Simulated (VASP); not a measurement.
Crystal: Si.

```
Si
1.0
     3.88174    0.00000    0.00000
    -1.94087    3.36168    0.00000
     0.00000    0.00000    6.41596
Si
4
Direct
  0.66667 0.33333 0.93699
  0.33333 0.66667 0.43699
  0.66667 0.33333 0.56301
  0.33333 0.66667 0.06301
```

Base run:

| Item | Value |
| --- | --- |
| Program | VASP 6.6.1 |
| Functional | PBE |
| Potentials or basis | VASP PAW PBE potentials, release 64 (Si) |
| Cutoff | 520 eV |
| k mesh | 8 × 8 × 4 |
| Occupations | fermi-dirac, width 0.05 eV |
| Spin | no spin polarisation |

Its results: band gap on the k mesh 0.50 eV, indirect (least direct gap 0.93 eV); pressure -2.1 GPa; largest force 0.023 eV/Å.

**Question.** The run is repeated on the same cell with these changes: functional from PBE to PBEsol. What comes out?

**Answer.** Band gap on the k mesh 0.38 eV, indirect (least direct gap 0.85 eV); pressure -3.7 GPa; largest force 0.024 eV/Å.

PBEsol binds more tightly than PBE, so the same cell stands under less pressure.

Caveats: the PAW data sets were made with another functional, which shifts forces and pressure a little (some runs).

A k mesh can miss the band edges.
